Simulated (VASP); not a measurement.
BaHfO3:

```
Ba Hf O
1.0
     4.20574    0.00000    0.00000
     0.00000    4.20574    0.00000
     0.00000    0.00000    4.20574
Ba Hf O
1 1 3
Direct
  0.50000 0.50000 0.50000
  0.00000 0.00000 0.00000
  0.00000 0.50000 0.00000
  0.00000 0.00000 0.50000
  0.50000 0.00000 0.00000
```

Base run:

* Program: VASP 6.6.1
* Functional: r2SCAN
* Potentials or basis: VASP PAW PBE potentials, release 64 (Ba_sv, Hf_pv, O)
* Cutoff: 520 eV
* k mesh: 6 × 6 × 6
* Occupations: gaussian, width 0.02 eV
* Spin: no spin polarisation

Its results: band gap on the k mesh 4.06 eV (least direct gap 4.32 eV); pressure -4.1 GPa.

The run is repeated on the same cell with these changes: functional from r2SCAN to PBE. What comes out?

Band gap on the k mesh 3.54 eV (least direct gap 3.78 eV); pressure -0.5 GPa.

Caveats: spin-orbit coupling is left out, which moves the levels of the heavy elements; the cell stands under tension (at least some runs); the PAW data sets were made with another functional, which shifts forces and pressure a little (at least some runs).

A k mesh can miss the band edges.
